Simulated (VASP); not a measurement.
# Ge15Mo (F-43m) in VASP: single point with PBEsol

Aim: the single point of Ge15Mo with PBEsol.

Everything below comes from runs of VASP 6.6.1. Logs are shortened: lines on timing, memory, paths and dates and some standing lists are left out, and cuts for length are marked.

## (1) The cell of the first run

The structure is cubic, space group F-43m (No. 216). The conventional cell has a = 11.315 Å, b = 11.315 Å, c = 11.315 Å, α = 90.00°, β = 90.00°, γ = 90.00°. Within 3.3 Å of Mo (site symmetry -43m) lie 4 Ge at 2.48 Å. Ge (site symmetry 2mm) has 4 Ge at 2.44 to 2.45 Å within 3.2 Å. Ge (site symmetry -43m) has 4 Ge at 2.45 Å within 3.2 Å. Within 3.2 Å of Ge (site symmetry 3m) lie 3 Ge at 2.44 Å and 1 Mo at 2.48 Å. Within 3.2 Å of Ge (site symmetry 3m) lie 4 Ge at 2.45 Å.

## (2) Single point, PBEsol, collinear spin, zero start

Input file INCAR:

```
SYSTEM = Ge15Mo
PREC = Accurate ; ENCUT = 520
EDIFF = 1E-7 ; ISMEAR = 0
SIGMA = 0.05 ; LREAL = Auto
LASPH = .TRUE. ; NELM = 150
ALGO = Normal ; ISIF = 2
LWAVE = .FALSE. ; LCHARG = .TRUE.
ISPIN = 2 ; MAGMOM = 0 0 0 0 0 0 0 0 0 0 0 0 0 0 0 0
LORBIT = 11 ; NUPDOWN = 0.0
LMAXMIX = 4 ; GGA = PS
LELF = .TRUE. ; LVHAR = .TRUE.
NBANDS = 130
```

Input file KPOINTS:

```
Automatic mesh
0
G
  3 3 3
  0 0 0
```

Input file POSCAR:

```
Ge15Mo
1.0
    0.0000000000      5.6575400000      5.6575400000
    5.6575400000      0.0000000000      5.6575400000
    5.6575400000      5.6575400000      0.0000000000
Mo Ge
1 15
Direct
    1.0000000000      0.0000000000      0.0000000000
    0.9995146617      0.9995146617      0.5004853383
    0.9995146617      0.5004853383      0.9995146617
    0.9995146617      0.5004853383      0.5004853383
    0.5004853383      0.9995146617      0.9995146617
    0.5004853383      0.9995146617      0.5004853383
    0.5004853383      0.5004853383      0.9995146617
    0.5000000000      0.5000000000      0.5000000000
    0.1263979545      0.1263979545      0.1263979545
    0.1263979545      0.1263979545      0.6208061366
    0.1263979545      0.6208061366      0.1263979545
    0.1253009340      0.6248996887      0.6248996887
    0.6208061366      0.1263979545      0.1263979545
    0.6248996887      0.1253009340      0.6248996887
    0.6248996887      0.6248996887      0.1253009340
    0.6248996887      0.6248996887      0.6248996887
```

Potentials or basis: VASP PAW PBE potentials, release 64 (Mo_sv, Ge_d).

Started as:

```
> cat potpaw_PBE.64/Mo_sv/POTCAR potpaw_PBE.64/Ge_d/POTCAR > POTCAR
> mpirun -np 1 vasp_std > vasp.out
```

OUTCAR:

```text
SYSTEM = Ge15Mo
   PREC = Accurate
   ENCUT = 520
   EDIFF = 1E-7
   ISMEAR = 0
   LREAL = Auto
   LASPH = .TRUE.
   NELM = 150
   ISIF = 2
   ISPIN = 2
   LORBIT = 11
   NUPDOWN = 0.0
   GGA = PS

 ion  position               nearest neighbor table
   1  0.000  0.000  0.000-  10 2.48  11 2.48  13 2.48   9 2.48
   2  1.000  1.000  0.500-   9 2.44  10 2.44  12 2.45  14 2.45
   3  1.000  0.500  1.000-   9 2.44  11 2.44  12 2.45  15 2.45
   4  1.000  0.500  0.500-  10 2.44  11 2.44  16 2.45  12 2.45
   5  0.500  1.000  1.000-   9 2.44  13 2.44  14 2.45  15 2.45
   6  0.500  1.000  0.500-  10 2.44  13 2.44  16 2.45  14 2.45
[... 8 lines left out ...]
  15  0.625  0.625  0.125-   3 2.45   5 2.45   7 2.45   8 2.45
  16  0.625  0.625  0.625-   4 2.45   6 2.45   7 2.45   8 2.45

  LATTYP: Found a face centered cubic cell.
 ALAT       =    11.3150800000

  Lattice vectors:

 A1 = (   0.0000000000,   5.6575400000,   5.6575400000)
 A2 = (   5.6575400000,   0.0000000000,   5.6575400000)
 A3 = (   5.6575400000,   5.6575400000,   0.0000000000)

Analysis of symmetry for initial positions (statically):
=====================================================================
 Subroutine PRICEL returns:
 Original cell was already a primitive cell.

 Routine SETGRP: Setting up the symmetry group for a
 face centered cubic supercell.

 Subroutine GETGRP returns: Found 24 space group operations
 (whereof 24 operations were pure point group operations)
 out of a pool of 48 trial point group operations.

The static configuration has the point symmetry T_d .

Analysis of symmetry for dynamics (positions and initial velocities):
=====================================================================
 Subroutine PRICEL returns:
 Original cell was already a primitive cell.

 Routine SETGRP: Setting up the symmetry group for a
 face centered cubic supercell.

 Subroutine GETGRP returns: Found 24 space group operations
 (whereof 24 operations were pure point group operations)
 out of a pool of 48 trial point group operations.

The dynamic configuration has the point symmetry T_d .

Analysis of structural, dynamic, and magnetic symmetry:
=====================================================================
 Subroutine PRICEL returns:
 Original cell was already a primitive cell.

 Routine SETGRP: Setting up the symmetry group for a
 face centered cubic supercell.

 Subroutine GETGRP returns: Found 24 space group operations
 (whereof 24 operations were pure point group operations)
 out of a pool of 48 trial point group operations.

The overall configuration has the point symmetry T_d .

 Subroutine INISYM returns: Found 24 space group operations
 (whereof 24 operations are pure point group operations),
 and found     1 'primitive' translations

----------------------------------------------------------------------------------------

                                     Primitive cell

  volume of cell :     362.1704

  direct lattice vectors                    reciprocal lattice vectors
     0.000000000  5.657540000  5.657540000    -0.088377634  0.088377634  0.088377634
     5.657540000  0.000000000  5.657540000     0.088377634 -0.088377634  0.088377634
     5.657540000  5.657540000  0.000000000     0.088377634  0.088377634 -0.088377634

  length of vectors
     8.000969798  8.000969798  8.000969798     0.153074553  0.153074553  0.153074553

  position of ions in fractional coordinates (direct lattice)
     0.000000000  0.000000000  0.000000000
     0.999514662  0.999514662  0.500485338
     0.999514662  0.500485338  0.999514662
     0.999514662  0.500485338  0.500485338
     0.500485338  0.999514662  0.999514662
     0.500485338  0.999514662  0.500485338
[... 8 lines left out ...]
     0.624899689  0.624899689  0.125300934
     0.624899689  0.624899689  0.624899689

  ion indices of the primitive-cell ions
   primitive index   ion index
                 1           1
                 2           2
                 3           3
                 4           4
                 5           5
                 6           6
[... 8 lines left out ...]
                15          15
                16          16

----------------------------------------------------------------------------------------

 KPOINTS: Automatic mesh

Automatic generation of k-mesh.
 Grid dimensions read from file:
 generate k-points for:    3    3    3

 Generating k-lattice:

  Cartesian coordinates                     Fractional coordinates (reciprocal lattice)
    -0.029459211  0.029459211  0.029459211     0.333333333  0.000000000  0.000000000
     0.029459211 -0.029459211  0.029459211     0.000000000  0.333333333  0.000000000
     0.029459211  0.029459211 -0.029459211     0.000000000  0.000000000  0.333333333

  Length of vectors
     0.051024851  0.051024851  0.051024851

  Shift w.r.t. Gamma in fractional coordinates (k-lattice)
     0.000000000  0.000000000  0.000000000

 Subroutine IBZKPT returns following result:
 ===========================================

 Found      4 irreducible k-points:

 Following reciprocal coordinates:
            Coordinates               Weight
  0.000000  0.000000  0.000000      1.000000
  0.333333  0.000000  0.000000      8.000000
  0.333333  0.333333  0.000000      6.000000
 -0.333333  0.333333  0.000000     12.000000
   k-points           NKPTS =      4   k-points in BZ     NKDIM =      4   number of bands    NBANDS=    130
   number of dos      NEDOS =    301   number of ions     NIONS =     16
   total plane-waves  NPLWV = 216000
   dimension x,y,z NGX =    60 NGY =   60 NGZ =   60
   dimension x,y,z NGXF=   120 NGYF=  120 NGZF=  120
   ions per type =               1  15
   NGX,Y,Z   is equivalent  to a cutoff of  12.47, 12.47, 12.47 a.u.
   NGXF,Y,Z  is equivalent  to a cutoff of  24.93, 24.93, 24.93 a.u.
 SYSTEM =  Ge15Mo
   PREC   = accura    normal or accurate (medium, high low for compatibility)
   ISTART =      0    job   : 0-new  1-cont  2-samecut
   ICHARG =      2    charge: 1-file 2-atom 10-const
   ISPIN  =      2    spin polarized calculation?
   LNONCOLLINEAR =      F non collinear calculations
   LSORBIT =      F    spin-orbit coupling
   LASPH  =      T    aspherical Exc in radial PAW
   ENCUT  =  520.0 eV  38.22 Ry    6.18 a.u.  14.88 14.88 14.88*2*pi/ulx,y,z
   NELM   =    150;   NELMIN=  2; NELMDL= -5     # of ELM steps
   EDIFF  = 0.1E-06   stopping-criterion for ELM
   LREAL  =      T    real-space projection
   EDIFFG = 0.1E-05   stopping-criterion for IOM
   NSW    =      0    number of steps for IOM
   IBRION =     -1    ionic relax: 0-MD 1-quasi-New 2-CG
   NFREE  =      0    steps in history (QN), initial steepest desc. (CG)
   ISIF   =      2    stress and relaxation
   ISYM   =      2    0-nonsym 1-usesym 2-fastsym
   POTIM  = 0.5000    time-step for ionic-motion
   TEBEG  =    0.0;   TEEND  =   0.0 temperature during run
   PSTRESS=    0.0 pullay stress
   NELECT =     224.0000    total number of electrons
   NUPDOWN=       0.0000    fix difference up-down
   EMIN   =  10.00;   EMAX   =-10.00  energy-range for DOS
   EFERMI =   0.00;   METHOD = LEGACY
   ISMEAR =     0;   SIGMA  =   0.05  broadening in eV -4-tet -1-fermi 0-gaus
   EFERMI_NEDOS =   21; number of points for ismear=-14 and -15
   IALGO  =     38    algorithm
   IMIX   =      4    mixing-type and parameters
     AMIX     =   0.40;   BMIX     =  1.00
     AMIX_MAG =   1.60;   BMIX_MAG =  1.00
  volume/ion in A,a.u.               =      22.64       152.75
  Fermi-wavevector in a.u.,A,eV,Ry     =   1.394825  2.635838 26.470653  1.945538
  Thomas-Fermi vector in A             =   2.518337
   LORBIT       =     11    0 simple, 1 ext, 2 COOP (PROOUT), +10 PAW based schemes
   GGA     = PS    functional components
   LHFCALC =     F    Hartree Fock is set to
   AEXX    =    0.0000 exact exchange contribution
   IVDW    =     0    specifies the selected vdW correction
   LEPSILON=     F    determine dielectric tensor
   LRPA    =     F    only Hartree local field effects (RPA)
 spin polarized calculation
 Gauss-broadening in eV      SIGMA  =   0.05
  energy-cutoff  :      520.00
  volume of cell :      362.17
 maximum number of plane-waves:      9765
   NGX = 29   NGY = 29   NGZ = 29

 number of electron     224.0000123 magnetization      -0.0000000

 number of electron     224.0000123 magnetization       0.0000000

 Free energy of the ion-electron system (eV)
  ---------------------------------------------------
  ext. energy  EPLUGINS =         0.00000000
  ---------------------------------------------------
  free energy    TOTEN  =       -82.26416555 eV

  energy without entropy =      -82.24759808  energy(sigma->0) =      -82.25588181

 E-fermi :   4.6477     XC(G=0): -10.2045

 val. band max:        4.5309743095   @ k =  -0.3333   0.3333   0.0000
 cond. band min:       4.6532164806   @ k =   0.3333   0.0000   0.0000
 fundamental gap:      0.1222421712
 Fermi energy:         4.6476880863

 spin component 1

 k-point     1 :       0.0000    0.0000    0.0000
  band No.  band energies     occupation
      1     -55.6686      1.00000
      2     -29.8429      1.00000
      3     -29.8429      1.00000
      4     -29.8429      1.00000
      5     -19.8537      1.00000
      6     -19.8537      1.00000
[... 116 lines left out ...]
    123       6.6120      0.00000
    124       7.7974      0.00000

 k-point     2 :       0.3333    0.0000    0.0000
  band No.  band energies     occupation
      1     -55.6686      1.00000
      2     -29.8429      1.00000
      3     -29.8429      1.00000
      4     -29.8429      1.00000
      5     -19.8612      1.00000
      6     -19.8612      1.00000
[... 370 lines left out ...]
    123       8.0892      0.00000
    124       8.1596      0.00000
 Fermi energy:         4.6476887709

 spin component 2

 k-point     1 :       0.0000    0.0000    0.0000
  band No.  band energies     occupation
      1     -55.6686      1.00000
      2     -29.8429      1.00000
      3     -29.8429      1.00000
      4     -29.8429      1.00000
      5     -19.8537      1.00000
      6     -19.8537      1.00000
[... 116 lines left out ...]
    123       6.6120      0.00000
    124       7.7974      0.00000

 k-point     2 :       0.3333    0.0000    0.0000
  band No.  band energies     occupation
      1     -55.6686      1.00000
      2     -29.8429      1.00000
      3     -29.8429      1.00000
      4     -29.8429      1.00000
      5     -19.8612      1.00000
      6     -19.8612      1.00000
[... 370 lines left out ...]
    123       8.0892      0.00000
    124       8.1596      0.00000
 [bands above 124 left out]

------------------------ aborting loop because EDIFF is reached ----------------------------------------

  FORCE on cell =-STRESS in cart. coord.  units (eV):
  Direction    XX          YY          ZZ          XY          YZ          ZX
  --------------------------------------------------------------------------------------
  -------------------------------------------------------------------------------------
  Total        1.4509032      1.4509032      1.4509032      0.0000000     -0.0000000      0.0000000
  in kB        6.4185382      6.4185382      6.4185382      0.0000000     -0.0000000      0.0000000
  external PRESSURE =       6.4185382 kB  Pullay stress =       0.0000000 kB

 VOLUME and BASIS-vectors are now :
 -----------------------------------------------------------------------------
  energy-cutoff  :      520.00
  volume of cell :      362.17
      direct lattice vectors                 reciprocal lattice vectors
     0.000000000  5.657540000  5.657540000    -0.088377634  0.088377634  0.088377634
     5.657540000  0.000000000  5.657540000     0.088377634 -0.088377634  0.088377634
     5.657540000  5.657540000  0.000000000     0.088377634  0.088377634 -0.088377634

 POSITION                                       TOTAL-FORCE (eV/Angst)
 -----------------------------------------------------------------------------------
      0.00000      0.00000      0.00000         0.000000      0.000000      0.000000
      8.48631      8.48631     11.30959         0.000000      0.000000     -0.100815
      8.48631     11.30959      8.48631         0.000000     -0.100815      0.000000
      5.66303      8.48631      8.48631         0.100815      0.000000      0.000000
     11.30959      8.48631      8.48631        -0.100815      0.000000      0.000000
      8.48631      5.66303      8.48631         0.000000      0.100815      0.000000
[... 8 lines left out ...]
      4.24429      4.24429      7.07079         0.016041      0.016041     -0.016041
      7.07079      7.07079      7.07079        -0.016041     -0.016041     -0.016041
 -----------------------------------------------------------------------------------
    total drift:                                0.000001      0.000001      0.000001

  FREE ENERGIE OF THE ION-ELECTRON SYSTEM (eV)
  ---------------------------------------------------
  free  energy   TOTEN  =       -82.2641655453 eV

  energy  without entropy=      -82.2475980831  energy(sigma->0) =      -82.25588181

 total charge

# of ion       s       p       d       tot
------------------------------------------
    1        2.351   6.072   4.043  12.466
    2        1.134   1.243  10.026  12.403
    3        1.134   1.243  10.026  12.403
    4        1.134   1.243  10.026  12.403
    5        1.134   1.243  10.026  12.403
    6        1.134   1.243  10.026  12.403
[... 8 lines left out ...]
   15        1.121   1.265  10.025  12.411
   16        1.121   1.265  10.025  12.411
--------------------------------------------------
tot         19.316  25.018 154.444 198.778

 magnetization (x)

# of ion       s       p       d       tot
------------------------------------------
    1        0.000   0.000   0.000   0.000
    2       -0.000  -0.000  -0.000  -0.000
    3       -0.000  -0.000  -0.000  -0.000
    4       -0.000  -0.000  -0.000  -0.000
    5       -0.000  -0.000  -0.000  -0.000
    6       -0.000  -0.000  -0.000  -0.000
[... 8 lines left out ...]
   15       -0.000  -0.000  -0.000  -0.000
   16       -0.000  -0.000  -0.000  -0.000
--------------------------------------------------
tot         -0.000  -0.000   0.000   0.000
```

Run time: 30 min. Hardware: 1 thread of Oxide Virtual Turin-like, shared host; peak memory 0.76 GiB.

What came out:

```yaml
Free_energy: -82.2642 eV
Pressure: 0.6 GPa
Largest_force: 0.669 eV/Å
Net_moment: 0.00 μB per cell
Valence_electrons_inside_the_program's_atomic_spheres: Mo 12.47; Ge 12.40, 12.41, 12.46 (each value once)
```

Forces in eV/Å, atoms in the order of the input:
```
Mo   0.000  0.000  0.000
Ge   0.000  0.000 -0.101
Ge   0.000 -0.101  0.000
Ge   0.101  0.000  0.000
Ge  -0.101  0.000  0.000
Ge   0.000  0.101  0.000
Ge   0.000  0.000  0.101
Ge   0.000  0.000  0.000
Ge  -0.386 -0.386 -0.386
Ge   0.386  0.386 -0.386
Ge   0.386 -0.386  0.386
Ge  -0.016  0.016  0.016
Ge  -0.386  0.386  0.386
Ge   0.016 -0.016  0.016
Ge   0.016  0.016 -0.016
Ge  -0.016 -0.016 -0.016
```

Caveat: the PAW data sets were made with another functional, which shifts forces and pressure a little; the total moment is fixed, so each spin has its own Fermi level.
